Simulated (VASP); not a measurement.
# Ni (Fm-3m) in VASP: notebook, part 2 of 2

VASP 6.6.1. The steps go on from the part before.

## Step 3: Single point, r2SCAN, collinear spin, antiferromagnetic start

The input, POSCAR:

```
Ni
1.0
    0.0000000000      3.5481000000      3.5481000000
    1.7740500000      0.0000000000      1.7740500000
    1.7740500000      1.7740500000      0.0000000000
Ni
2
Direct
    0.0000000000      0.0000000000      0.0000000000
    0.5000000000      0.0000000000      0.0000000000
```

The input, INCAR.step1:

```
SYSTEM = Ni
PREC = Accurate ; ENCUT = 520
ISMEAR = -1 ; SIGMA = 0.1
LREAL = .FALSE. ; LASPH = .TRUE.
NELM = 150 ; ISPIN = 2
MAGMOM = 2 -2 ; LMAXMIX = 4
NBANDS = 21 ; GGA = PE
ALGO = Normal ; EDIFF = 1E-4
LWAVE = .TRUE. ; LCHARG = .FALSE.
```

The input, INCAR.step2:

```
SYSTEM = Ni
PREC = Accurate ; ENCUT = 520
EDIFF = 1E-7 ; ISMEAR = -1
SIGMA = 0.1 ; LREAL = .FALSE.
LASPH = .TRUE. ; NELM = 150
ALGO = Normal ; ISIF = 2
LWAVE = .FALSE. ; LCHARG = .TRUE.
ISPIN = 2 ; MAGMOM = 2 -2
LORBIT = 11 ; LMAXMIX = 4
METAGGA = R2SCAN ; LMIXTAU = .TRUE.
LELF = .TRUE. ; LVHAR = .TRUE.
NBANDS = 21 ; ISTART = 1
```

The input, KPOINTS:

```
regular mesh
0
G
  6 12 12
  0 0 0
```

Potentials or basis: VASP PAW PBE potentials, release 64 (Ni).

Started as:

```console
$ cat potpaw_PBE.64/Ni/POTCAR > POTCAR
$ cp INCAR.step1 INCAR
$ mpirun -np 1 vasp_std > vasp.out
$ cp INCAR.step2 INCAR
$ mpirun -np 1 vasp_std > vasp.out
```

OUTCAR:

```text
SYSTEM = Ni
   PREC = Accurate
   ENCUT = 520
   EDIFF = 1E-7
   ISMEAR = -1
   LREAL = .FALSE.
   LASPH = .TRUE.
   NELM = 150
   ISIF = 2
   ISPIN = 2
   LORBIT = 11
   METAGGA = R2SCAN
   ISTART = 1

 ion  position               nearest neighbor table
   1  0.000  0.000  0.000-   2 2.51   2 2.51   2 2.51   2 2.51   2 2.51   2 2.51
   2  0.500  0.000  0.000-   1 2.51   1 2.51   1 2.51   1 2.51   1 2.51   1 2.51

  LATTYP: Found a trigonal (rhomboedric) cell.
 ALAT       =     4.3455172782
 COS(alpha) =     0.8333333333

  Lattice vectors:

 A1 = (   1.7740500000,  -1.7740500000,  -3.5481000000)
 A2 = (   3.5481000000,  -1.7740500000,  -1.7740500000)
 A3 = (   1.7740500000,  -3.5481000000,  -1.7740500000)

Analysis of symmetry for initial positions (statically):
=====================================================================
 Subroutine PRICEL returns following result:

  LATTYP: Found a face centered cubic cell.
 ALAT       =     3.5481000000
[... 12 lines left out ...]
 Subroutine GETGRP returns: Found 12 space group operations
 (whereof 12 operations were pure point group operations)
[... 1380 lines left out ...]
     21      39.3351      0.00000

 [... further k-points ...]

------------------------ aborting loop because EDIFF is reached ----------------------------------------

  FORCE on cell =-STRESS in cart. coord.  units (eV):
  Direction    XX          YY          ZZ          XY          YZ          ZX
  --------------------------------------------------------------------------------------
  -------------------------------------------------------------------------------------
  Total       -1.8106340     -1.8106340     -1.8106340      0.0001479     -0.0001479      0.0001479
  in kB     -129.8923829   -129.8923829   -129.8923829      0.0106107     -0.0106107      0.0106107
  external PRESSURE =    -129.8923829 kB  Pullay stress =       0.0000000 kB

 VOLUME and BASIS-vectors are now :
 -----------------------------------------------------------------------------
  energy-cutoff  :      520.00
  volume of cell :       22.33
      direct lattice vectors                 reciprocal lattice vectors
     0.000000000  3.548100000  3.548100000    -0.140920493  0.140920493  0.140920493
     1.774050000  0.000000000  1.774050000     0.281840985 -0.281840985  0.281840985
     1.774050000  1.774050000  0.000000000     0.281840985  0.281840985 -0.281840985

 POSITION                                       TOTAL-FORCE (eV/Angst)
 -----------------------------------------------------------------------------------
      0.00000      0.00000      0.00000        -0.000000     -0.000000     -0.000000
      0.00000      1.77405      1.77405         0.000000      0.000000      0.000000
 -----------------------------------------------------------------------------------
    total drift:                               -0.000000     -0.000000     -0.000000

  FREE ENERGIE OF THE ION-ELECTRON SYSTEM (eV)
  ---------------------------------------------------
  free  energy   TOTEN  =       -23.6921239712 eV

  energy  without entropy=      -23.5275829004  energy(sigma->0) =      -23.60985344

 total charge

# of ion       s       p       d       tot
------------------------------------------
    1        0.494   0.482   8.331   9.307
    2        0.494   0.482   8.331   9.307
--------------------------------------------------
tot          0.989   0.963  16.662  18.614

 magnetization (x)

# of ion       s       p       d       tot
------------------------------------------
    1       -0.000  -0.000   0.002   0.002
    2        0.000   0.000  -0.002  -0.002
--------------------------------------------------
tot          0.000   0.000   0.000   0.000
```

OSZICAR.step1:

```text
N       E                     dE             d eps       ncg     rms          rms(c)
DAV:   1     0.981687684451E+02    0.98169E+02   -0.87965E+03  8896   0.134E+03
DAV:   2    -0.665383541851E+01   -0.10482E+03   -0.96581E+02  8412   0.234E+02
DAV:   3    -0.124940335198E+02   -0.58402E+01   -0.56513E+01  9460   0.639E+01
DAV:   4    -0.125740204933E+02   -0.79987E-01   -0.79908E-01  9315   0.695E+00
DAV:   5    -0.125764510174E+02   -0.24305E-02   -0.24304E-02  9424   0.120E+00    0.157E+01
DAV:   6    -0.116087873355E+02    0.96766E+00   -0.96163E+00  9636   0.601E+01    0.932E+00
DAV:   7    -0.109194477794E+02    0.68934E+00   -0.20407E+00  9712   0.262E+01    0.269E+00
DAV:   8    -0.109247646405E+02   -0.53169E-02   -0.98421E-02 12039   0.473E+00    0.110E+00
DAV:   9    -0.109242956455E+02    0.46900E-03   -0.14650E-02 12265   0.168E+00    0.475E-01
DAV:  10    -0.109250207717E+02   -0.72513E-03   -0.12941E-02 14084   0.178E+00    0.194E-01
DAV:  11    -0.109252483837E+02   -0.22761E-03   -0.73431E-04 10847   0.249E-01    0.173E-01
DAV:  12    -0.109258627464E+02   -0.61436E-03   -0.65424E-03 11896   0.116E+00    0.140E-01
DAV:  13    -0.109261578815E+02   -0.29514E-03   -0.21122E-03  6521   0.646E-01    0.817E-02
DAV:  14    -0.109262708605E+02   -0.11298E-03   -0.18327E-03  6796   0.561E-01    0.388E-02
DAV:  15    -0.109263482223E+02   -0.77362E-04   -0.23839E-03  5984   0.600E-01    0.221E-02
DAV:  16    -0.109263913517E+02   -0.43129E-04   -0.74313E-04  7461   0.259E-01
   1 F= -.10926391E+02 E0= -.10840315E+02  d E =-.172152E+00  mag=     0.0000
```

Wall time 7.1 min (1 thread of Intel Xeon 8259CL, shared host); peak memory 0.21 GiB.

Results:

```yaml
Free_energy: -23.6921 eV
Pressure: -13.0 GPa
Band_gap_on_the_k_mesh: zero (filled and empty bands overlap)
Net_moment: 0.00 μB per cell
Valence_electrons_inside_the_program's_atomic_spheres: Ni 9.31
```

Levels at points of the mesh, in eV from the Fermi level:
Spin up:
```tsv
k point	band 8	band 9	band 10	band 11	band 12	band 13
(0.00, 0.00, 0.00)	-0.82	-0.82	-0.11	-0.05	-0.05	6.16
(0.50, 0.00, 0.00)	-1.64	-0.70	-0.70	-0.70	-0.70	15.00
(0.00, 0.50, 0.00)	-0.05	-0.05	0.16	0.16	2.70	6.16
(0.50, 0.50, 0.00)	-1.05	0.00	0.01	2.63	2.63	8.94
```
Spin down:
| k point | band 7 | band 8 | band 9 | band 10 | band 11 | band 12 | band 13 | band 14 |
| --- | --- | --- | --- | --- | --- | --- | --- | --- |
| (0.00, 0.00, 0.00) | -1.82 | -0.82 | -0.82 | -0.11 | -0.05 | -0.05 | 6.16 | 23.02 |
| (0.50, 0.00, 0.00) | -1.64 | -1.64 | -0.70 | -0.70 | -0.70 | -0.70 | 15.00 | 15.00 |
| (0.00, 0.50, 0.00) | -0.11 | -0.05 | -0.05 | 0.16 | 0.16 | 2.70 | 6.16 | 9.65 |
| (0.50, 0.50, 0.00) | -1.05 | -1.05 | 0.00 | 0.01 | 2.63 | 2.63 | 8.94 | 8.94 |

Caveat: the cell stands under tension; the moments typed at the start vanished in this run; the PAW data sets were made with another functional, which shifts forces and pressure a little.

## Step 4: Single point, r2SCAN, collinear spin

POSCAR is that of step 3.

The input, INCAR.step1:

```
SYSTEM = Ni
ALGO = Normal
EDIFF = 1E-4
ENCUT = 520
GGA = PE
ISMEAR = -1
ISPIN = 2
LASPH = .TRUE.
LCHARG = .FALSE.
LMAXMIX = 4
LREAL = .FALSE.
LWAVE = .TRUE.
MAGMOM = 2 0
NBANDS = 21
NELM = 150
PREC = Accurate
SIGMA = 0.1
```

The input, INCAR.step2:

```
SYSTEM = Ni
ALGO = Normal
EDIFF = 1E-6
ENCUT = 520
ISIF = 2
ISMEAR = -1
ISPIN = 2
ISTART = 1
LASPH = .TRUE.
LCHARG = .TRUE.
LELF = .TRUE.
LMAXMIX = 4
LMIXTAU = .TRUE.
LORBIT = 11
LREAL = .FALSE.
LVHAR = .TRUE.
LWAVE = .FALSE.
MAGMOM = 2 0
METAGGA = R2SCAN
NBANDS = 21
NELM = 150
PREC = Accurate
SIGMA = 0.1
```

The input, KPOINTS:

```
k-points
0
G
  6 12 12
  0 0 0
```

Started as:

```console
$ cat potpaw_PBE.64/Ni/POTCAR > POTCAR
$ cp INCAR.step1 INCAR
$ mpirun -np 1 vasp_std > vasp.out
$ cp INCAR.step2 INCAR
$ mpirun -np 1 vasp_std > vasp.out
```

Run time: 6.4 min. Hardware: 1 thread of Intel Xeon 8259CL, shared host; peak memory 0.2 GiB.

The run converged. Its results:

- Free energy: -23.8904 eV
- Pressure: -10.7 GPa
- Net moment: 1.47 μB per cell
- Site moments: Ni +0.76 μB
- Valence electrons inside the program's atomic spheres: Ni 9.30

Levels at points of the mesh, in eV from the Fermi level:
Spin up:
```tsv
k point	band 9	band 10	band 11	band 12	band 13	band 14
(0.00, 0.00, 0.00)	-1.62	-1.06	-1.06	-0.34	5.46	22.78
(0.50, 0.00, 0.00)	-1.59	-1.59	-1.59	-1.59	14.55	14.55
(0.00, 0.50, 0.00)	-1.00	-0.94	-0.34	2.48	5.46	9.13
(0.50, 0.50, 0.00)	-1.02	-1.02	2.02	2.02	8.45	8.45
```
Spin down:
| k point | band 6 | band 7 | band 8 | band 9 | band 10 | band 11 | band 12 | band 13 |
| --- | --- | --- | --- | --- | --- | --- | --- | --- |
| (0.00, 0.00, 0.00) | -1.52 | -1.52 | -0.86 | -0.86 | -0.57 | 0.20 | 0.20 | 6.16 |
| (0.50, 0.00, 0.00) | -1.50 | -1.50 | -1.50 | -0.57 | -0.57 | -0.57 | -0.57 | 14.77 |
| (0.00, 0.50, 0.00) | -0.57 | -0.14 | 0.20 | 0.20 | 0.56 | 0.56 | 2.21 | 6.16 |
| (0.50, 0.50, 0.00) | -1.77 | -1.01 | -1.01 | 0.29 | 0.29 | 2.56 | 2.56 | 8.75 |

Caveat: the cell stands under tension; the PAW data sets were made with another functional, which shifts forces and pressure a little.
